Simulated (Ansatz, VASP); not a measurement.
# Fe2O3: VASP beside Ansatz

```xyz
5
Lattice="3.6929 0.0000 0.0000 0.0000 3.6929 0.0000 0.0000 0.0000 3.6929" Properties=species:S:1:pos:R:3 pbc="T T T"
Fe    1.8465    1.8465    1.8465
Fe    0.0000    0.0000    0.0000
O     1.8465    0.0000    0.0000
O     0.0000    1.8465    0.0000
O     0.0000    0.0000    1.8465
```

Change from the starting cell: species swapped into the Tl2F3 type (Pm-3m, No. 221).

Alike in both runs: functional PBE; k mesh 10 × 10 × 10; occupations gaussian, width 0.1 eV; collinear spin.

Ansatz relaxed the structure, and its values are those at the end. VASP's run is a single point on that final structure, the one shown.

|  | VASP | Ansatz |
| --- | --- | --- |
| version | VASP 6.6.1 | Ansatz 0.2.0 |
| potentials or method | VASP PAW PBE potentials, release 64 (Fe_sv, O), cutoff 600 eV | scalar-relativistic, plane waves, PAW |
| valence electrons in the cell | 50 | 50 |

```csv
,VASP,Ansatz,Ansatz less VASP
gap on the k mesh at the Fermi level (eV),none,none,-
pressure (GPa),-1.8,0.0,+1.82
net moment per atom (μB),1.43,1.43,-0.002
size of the moment on the site where the two differ most (μB),3.50,3.67,+0.169
```

Site moments also hang on the region over which each program counts them. A gap of «none» marks a metal or a gap that the smearing closes. Ansatz's warnings: given moment on shells.
